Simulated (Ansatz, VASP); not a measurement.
## Si4BW in VASP and in Ansatz

```
Si B W
1.0
     3.76990    0.00000    0.00000
     0.00000    3.76990    0.00000
     0.00000    0.00000    5.88906
Si B W
4 1 1
Direct
  0.50000 0.00000 0.71160
  0.00000 0.50000 0.28840
  0.50000 0.00000 0.28840
  0.00000 0.50000 0.71160
  0.50000 0.50000 0.50000
  0.00000 0.00000 0.00000
```

Change from the starting cell: species swapped into the Mg4SiGe type (P4/mmm, No. 123).

Alike in both runs: functional PBE; k mesh 10 × 10 × 6; occupations gaussian, width 0.1 eV; no spin polarisation.

Ansatz relaxed the structure, and its values are those at the end. VASP's run is a single point on that final structure, the one shown.

|  | VASP | Ansatz |
| --- | --- | --- |
| version | VASP 6.6.1 | Ansatz 0.2.0 |
| potentials or method | VASP PAW PBE potentials, release 64 (Si, B, W_sv), cutoff 520 eV | scalar-relativistic, plane waves, PAW |
| valence electrons in the cell | 33 | 33 |

```tsv
	VASP	Ansatz	Ansatz less VASP
gap on the k mesh at the Fermi level (eV)	none	none	-
pressure (GPa)	0.0	0.0	+0.03
rms of the force components (eV/Å)	0.004	0.001	-0.0032
```

A gap of «none» marks a metal or a gap that the smearing closes.

Spin-orbit coupling is off throughout.
